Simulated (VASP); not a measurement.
Set up this calculation in VASP 6.6.1, as the native input.

```yaml
Task: single point
Functional: r2SCAN
Potentials_or_basis: VASP PAW PBE potentials, release 64 (W_sv, Au)
Cutoff: 520 eV
k_mesh: 8 × 8 × 8
Occupations: fermi-dirac, width 0.05 eV
Spin: no spin polarisation
Dipole_correction: no
Further_INCAR_settings: ALGO = Normal; EDIFF = 1e-06; NBANDS = 20
```

Crystal: WAu.

```
W Au
1.0
     0.00000    2.88534    2.88534
     2.88534    0.00000    2.88534
     2.88534    2.88534    0.00000
W Au
1 1
Cartesian
  0.0000 0.0000 0.0000
  4.3280 4.3280 4.3280
```

One way to write it, as run:

POSCAR

```
WAu
1.0
    0.0000000000      2.8853440940      2.8853440940
    2.8853440940      0.0000000000      2.8853440940
    2.8853440940      2.8853440940      0.0000000000
W Au
1 1
Direct
    0.0000000000      0.0000000000      0.0000000000
    0.7500000000      0.7500000000      0.7500000000
```

INCAR.step1

```
SYSTEM = WAu
  PREC = Accurate
  ENCUT = 520
  ISMEAR = -1
  SIGMA = 0.05
  LREAL = .FALSE.
  LASPH = .TRUE.
  NELM = 100
  NBANDS = 20
  GGA = PE
  ALGO = Normal
  EDIFF = 1E-4
  LWAVE = .TRUE.
  LCHARG = .FALSE.
```

INCAR.step2

```
SYSTEM = WAu
  PREC = Accurate
  ENCUT = 520
  EDIFF = 1E-6
  ISMEAR = -1
  SIGMA = 0.05
  LREAL = .FALSE.
  LASPH = .TRUE.
  NELM = 100
  ALGO = Normal
  ISIF = 2
  LWAVE = .FALSE.
  LCHARG = .FALSE.
  METAGGA = R2SCAN
  LMIXTAU = .TRUE.
  NBANDS = 20
  ISTART = 1
```

KPOINTS

```
regular mesh
0
G
  8 8 8
  0 0 0
```

Potentials or basis: VASP PAW PBE potentials, release 64 (W_sv, Au).

Run with:

```console
$ cat potpaw_PBE.64/W_sv/POTCAR potpaw_PBE.64/Au/POTCAR > POTCAR
$ cp INCAR.step1 INCAR
$ mpirun -np 1 vasp_std > vasp.out
$ cp INCAR.step2 INCAR
$ mpirun -np 1 vasp_std > vasp.out
```

It gave:

```json
{
 "Pressure": "0.4 GPa",
 "Band gap on the k mesh": "zero (an odd number of electrons rules out a gap without spin polarisation)"
}
```

Caveat: the PAW data sets were made with another functional, which shifts forces and pressure a little; spin-orbit coupling is left out, which moves the levels of the heavy elements.

Wall time 100 s on 1 thread of Intel(R) Xeon(R) Platinum 8488C (Sapphire Rapids), with other jobs on the host, peak memory 0.18 GiB.
